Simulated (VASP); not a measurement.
# LiCl (P6_3mc) in VASP: single point with LDA

Aim: the single point of LiCl with LDA.

Everything below comes from runs of VASP 6.6.1. Logs are shortened: lines on timing, memory, paths and dates and some standing lists are left out, and cuts for length are marked.

### Step 1. The cell of the first run

Symmetry: P6_3mc, No. 186, hexagonal system. Conventional cell: a = 3.925 Å, b = 3.925 Å, c = 6.357 Å, α = 90.00°, β = 90.00°, γ = 120.00°. Within 3.2 Å of Li (site symmetry 3m) lie 4 Cl at 2.40 Å. Within 3.2 Å of Cl (site symmetry 3m) lie 4 Li at 2.40 Å.

### Step 2. Single point, LDA

Input file INCAR:

```
SYSTEM = LiCl
ALGO = Normal ; EDIFF = 1E-7
ENCUT = 520 ; ISIF = 2
ISMEAR = 0 ; LASPH = .TRUE.
LCHARG = .FALSE. ; LREAL = .FALSE.
LWAVE = .FALSE. ; NBANDS = 18
NELM = 60 ; PREC = Accurate
SIGMA = 0.01
```

Input file KPOINTS:

```
k-points
0
G
  5 5 3
  0 0 0
```

Input file POSCAR:

```
LiCl
1.0
    3.9248822100      0.0000000000      0.0000000000
   -1.9624411000      3.3990477000      0.0000000000
    0.0000000000      0.0000000000      6.3571610000
Li Cl
2 2
Direct
    0.6666666667      0.3333333333      0.8760170000
    0.3333333333      0.6666666667      0.3760170000
    0.6666666667      0.3333333333      0.4989840000
    0.3333333333      0.6666666667      0.9989840000
```

Potentials or basis: VASP PAW LDA potentials, release 64 (Li_sv, Cl).

Run with:

```
$ cat potpaw_LDA.64/Li_sv/POTCAR potpaw_LDA.64/Cl/POTCAR > POTCAR
$ mpirun -np 1 vasp_std > vasp.out
```

OUTCAR:

```text
SYSTEM = LiCl
   EDIFF = 1E-7
   ENCUT = 520
   ISIF = 2
   ISMEAR = 0
   LASPH = .TRUE.
   LREAL = .FALSE.
   NELM = 60
   PREC = Accurate

 ion  position               nearest neighbor table
   1  0.667  0.333  0.876-   3 2.40   4 2.40   4 2.40   4 2.40
   2  0.333  0.667  0.376-   4 2.40   3 2.40   3 2.40   3 2.40
   3  0.667  0.333  0.499-   1 2.40   2 2.40   2 2.40   2 2.40
   4  0.333  0.667  0.999-   2 2.40   1 2.40   1 2.40   1 2.40

  LATTYP: Found a hexagonal cell.
 ALAT       =     3.9248822100
 C/A-ratio  =     1.6197074612

  Lattice vectors:

 A1 = (   3.9248822100,   0.0000000000,   0.0000000000)
 A2 = (  -1.9624411000,   3.3990477000,   0.0000000000)
 A3 = (   0.0000000000,   0.0000000000,   6.3571610000)

Analysis of symmetry for initial positions (statically):
=====================================================================
 Subroutine PRICEL returns:
 Original cell was already a primitive cell.

 Routine SETGRP: Setting up the symmetry group for a
 hexagonal supercell.

 Subroutine GETGRP returns: Found 12 space group operations
 (whereof  6 operations were pure point group operations)
 out of a pool of 24 trial point group operations.

The static configuration has the point symmetry C_3v.
 The point group associated with its full space group is C_6v.

Analysis of symmetry for dynamics (positions and initial velocities):
=====================================================================
 Subroutine PRICEL returns:
 Original cell was already a primitive cell.

 Routine SETGRP: Setting up the symmetry group for a
 hexagonal supercell.

 Subroutine GETGRP returns: Found 12 space group operations
 (whereof  6 operations were pure point group operations)
 out of a pool of 24 trial point group operations.

The dynamic configuration has the point symmetry C_3v.
 The point group associated with its full space group is C_6v.

 Subroutine INISYM returns: Found 12 space group operations
 (whereof  6 operations are pure point group operations),
 and found     1 'primitive' translations

----------------------------------------------------------------------------------------

                                     Primitive cell

  volume of cell :      84.8100

  direct lattice vectors                    reciprocal lattice vectors
     3.924882210  0.000000000  0.000000000     0.254784716  0.147100024  0.000000000
    -1.962441100  3.399047700  0.000000000     0.000000000  0.294200049  0.000000000
     0.000000000  0.000000000  6.357161000     0.000000000  0.000000000  0.157302922

  length of vectors
[... 76 lines left out ...]
   NFREE  =      0    steps in history (QN), initial steepest desc. (CG)
   ISIF   =      2    stress and relaxation
   ISYM   =      2    0-nonsym 1-usesym 2-fastsym
   POTIM  = 0.5000    time-step for ionic-motion
   TEBEG  =    0.0;   TEEND  =   0.0 temperature during run
   PSTRESS=    0.0 pullay stress
   NELECT =      20.0000    total number of electrons
   NUPDOWN=      -1.0000    fix difference up-down
   EMIN   =  10.00;   EMAX   =-10.00  energy-range for DOS
   EFERMI =   0.00;   METHOD = LEGACY
   ISMEAR =     0;   SIGMA  =   0.01  broadening in eV -4-tet -1-fermi 0-gaus
   EFERMI_NEDOS =   21; number of points for ismear=-14 and -15
   IALGO  =     38    algorithm
   IMIX   =      4    mixing-type and parameters
     AMIX     =   0.40;   BMIX     =  1.00
     AMIX_MAG =   1.60;   BMIX_MAG =  1.00
  volume/ion in A,a.u.               =      21.20       143.08
  Fermi-wavevector in a.u.,A,eV,Ry     =   1.011430  1.911325 13.918631  1.022990
  Thomas-Fermi vector in A             =   2.144479
   LORBIT       =      0    0 simple, 1 ext, 2 COOP (PROOUT), +10 PAW based schemes
   GGA     = CA    functional components
   LHFCALC =     F    Hartree Fock is set to
   AEXX    =    0.0000 exact exchange contribution
   IVDW    =     0    specifies the selected vdW correction
   LEPSILON=     F    determine dielectric tensor
   LRPA    =     F    only Hartree local field effects (RPA)
 non-spin polarized calculation
 Gauss-broadening in eV      SIGMA  =   0.01
  energy-cutoff  :      520.00
  volume of cell :       84.81
 maximum number of plane-waves:      2316
 NGX is ok and might be reduce to    30
   NGX = 15   NGY = 15   NGZ = 23

 number of electron      19.9999994 magnetization

 Free energy of the ion-electron system (eV)
  ---------------------------------------------------
  ext. energy  EPLUGINS =         0.00000000
  ---------------------------------------------------
  free energy    TOTEN  =       -15.96584972 eV

  energy without entropy =      -15.96584972  energy(sigma->0) =      -15.96584972

 E-fermi :  -1.3506     XC(G=0):  -8.0788

 val. band max:       -1.4961315393   @ k =   0.0000   0.0000   0.0000
 cond. band min:       4.0302454559   @ k =   0.0000   0.0000   0.0000
 fundamental gap:      5.5263769952
 Fermi energy:        -1.3505712148

 k-point     1 :       0.0000    0.0000    0.0000
  band No.  band energies     occupation
      1     -43.4163      2.00000
      2     -43.4147      2.00000
      3     -14.0876      2.00000
      4     -13.7958      2.00000
      5      -3.5393      2.00000
      6      -1.8289      2.00000
[... 187 lines left out ...]
      5      -3.2534      2.00000
      6      -3.0385      2.00000
[... 10 lines left out ...]
     17      10.2225      0.00000
     18      10.7692      0.00000

------------------------ aborting loop because EDIFF is reached ----------------------------------------

  FORCE on cell =-STRESS in cart. coord.  units (eV):
  Direction    XX          YY          ZZ          XY          YZ          ZX
  --------------------------------------------------------------------------------------
  -------------------------------------------------------------------------------------
  Total       -1.4451579     -1.4451579     -1.5342846     -0.0000000      0.0000000      0.0000000
  in kB      -27.3010146    -27.3010146    -28.9847404     -0.0000000      0.0000000      0.0000000
  external PRESSURE =     -27.8622565 kB  Pullay stress =       0.0000000 kB

 VOLUME and BASIS-vectors are now :
 -----------------------------------------------------------------------------
  energy-cutoff  :      520.00
  volume of cell :       84.81
      direct lattice vectors                 reciprocal lattice vectors
     3.924882210  0.000000000  0.000000000     0.254784716  0.147100024  0.000000000
    -1.962441100  3.399047700  0.000000000     0.000000000  0.294200049  0.000000000
     0.000000000  0.000000000  6.357161000     0.000000000  0.000000000  0.157302922

 POSITION                                       TOTAL-FORCE (eV/Angst)
 -----------------------------------------------------------------------------------
      1.96244      1.13302      5.56898        -0.000000      0.000000      0.015967
      0.00000      2.26603      2.39040        -0.000000      0.000000      0.015967
      1.96244      1.13302      3.17212         0.000000      0.000000     -0.015967
      0.00000      2.26603      6.35070        -0.000000     -0.000000     -0.015967
 -----------------------------------------------------------------------------------
    total drift:                                0.000000      0.000000      0.000362

  FREE ENERGIE OF THE ION-ELECTRON SYSTEM (eV)
  ---------------------------------------------------
  free  energy   TOTEN  =       -15.9658497195 eV

  energy  without entropy=      -15.9658497195  energy(sigma->0) =      -15.96584972
```

Wall time 12 s (1 thread of Intel Xeon 6975P-C, shared host); peak memory 0.16 GiB.

What came out:

```
Free energy            : -15.9658 eV
Largest force          : 0.016 eV/Å
Band gap on the k mesh : 5.53 eV, direct
```

Forces in eV/Å, atoms in the order of the input:
```
Li   0.000  0.000  0.016
Li   0.000  0.000  0.016
Cl   0.000  0.000 -0.016
Cl   0.000  0.000 -0.016
```

Caveat: the cutoff is under 1.25 times the usual one of these potentials, so pressure, stress and relaxed cells hold a basis-set (Pulay) error.
